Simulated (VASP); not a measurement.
Set up this calculation in VASP 6.6.1, as the native input.

```
Task                   : single point
Functional             : LDA
Potentials or basis    : VASP PAW LDA potentials, release 64 (F)
Cutoff                 : 600 eV
k mesh                 : 14 × 14 × 14
Occupations            : fermi-dirac, width 0.05 eV
Spin                   : no spin polarisation
Dipole correction      : no
Further INCAR settings : ALGO = Normal; EDIFF = 1e-06; NBANDS = 14
```

The structure of F lies in POSCAR:

```
F
1.0
    0.0000000000      2.0933648567      2.0933648567
    2.0933648567      0.0000000000      2.0933648567
    2.0933648567      2.0933648567      0.0000000000
F
2
Direct
   -0.1250000000     -0.1250000000     -0.1250000000
    0.1250000000      0.1250000000      0.1250000000
```

One way to write it, as run:

INCAR

```
PREC = Accurate
ENCUT = 600
EDIFF = 1E-6
ISMEAR = -1
SIGMA = 0.05
LREAL = False
LASPH = True
NELM = 120
ALGO = Normal
ISIF = 2
LWAVE = False
LCHARG = False
NBANDS = 14
GGA_COMPAT = False
```

KPOINTS

```
regular mesh
0
Gamma
  14 14 14
```

Potentials or basis: VASP PAW LDA potentials, release 64 (F).

Command:

```console
$ cat potpaw_LDA.64/F/POTCAR > POTCAR
$ mpirun -np 1 vasp_std > vasp.out
```

Results of the run:

* Pressure: 42.7 GPa
* Band gap on the k mesh: zero (band 7 reaches -0.19 eV, above the bottom of band 8 at -2.31 eV)

Run time: 25 s on 1 thread of Intel Xeon 8259CL, with other jobs on the host, peak memory 0.13 GiB.
